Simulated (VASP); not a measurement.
# BeS: single point with PBEsol

BeS:

```
CELL_PARAMETERS angstrom
0.00000 2.42500 2.42500
2.42500 0.00000 2.42500
2.42500 2.42500 0.00000
ATOMIC_POSITIONS crystal
Be 0.00000 0.00000 0.00000
S 0.75000 0.75000 0.75000
```

* Program: VASP 6.6.1
* Task: single point
* Functional: PBEsol
* Potentials or basis: VASP PAW PBE potentials, release 64 (Be, S)
* Cutoff: 600 eV
* k mesh: 9 × 9 × 9
* Occupations: fermi-dirac, width 0.02 eV
* Spin: no spin polarisation

The pressure is -0.5 GPa. The band gap on the k mesh is 3.03 eV, indirect (least direct gap 5.61 eV).

Levels at points of the mesh, in eV from the valence-band top:
```
           k point  band 2  band 3  band 4  band 5  band 6  band 7
(0.00, 0.00, 0.00)    0.00    0.00    0.00    5.61    5.61    5.61
```

Run time: 10 s on 1 thread of Intel Xeon 6975P-C (shared host), peak memory 0.15 GiB.

Caveat: the PAW data sets were made with another functional, which shifts forces and pressure a little. A k mesh can miss the band edges.
